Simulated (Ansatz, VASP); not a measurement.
# LiF: VASP beside Ansatz

```
Li F
1.0
     3.18338    0.00000    0.00000
    -1.59169    2.75689    0.00000
     0.00000    0.00000    4.80732
Li F
2 2
Direct
  0.33333 0.66667 0.38115
  0.66667 0.33333 0.88115
  0.33333 0.66667 0.99384
  0.66667 0.33333 0.49384
```

Change from the starting cell: strain +0.040 along x and y, +0.000 along z, atoms carried along.

Alike in both runs: task single point; functional PBEsol; k mesh 9 × 9 × 6; occupations gaussian, width 0.05 eV; no spin polarisation.

|  | VASP | Ansatz |
| --- | --- | --- |
| version | VASP 6.6.1 | Ansatz 0.2.0 |
| potentials or method | VASP PAW PBE potentials, release 64 (Li_sv, F), cutoff 520 eV | scalar-relativistic, plane waves, PAW |
| valence electrons in the cell | 20 | 20 |

VASP gave:

| Quantity | Value |
| --- | --- |
| gap on the k mesh at the Fermi level (eV) | 7.31 |
| least direct gap on the mesh (eV) | 7.31 |
| rms of the force components (eV/Å) | 0.069 |

Problem. What did Ansatz give for the same quantities?

Solution. gap on the k mesh at the Fermi level (eV): 7.32; least direct gap on the mesh (eV): 7.32; rms of the force components (eV/Å): 0.064.

VASP's potentials were made for PBE, not for PBEsol. Atom by atom the forces differ by 0.006 eV/Å (rms over components).

Noted on VASP's run: the cutoff is short for stress, so the pressure is rough.
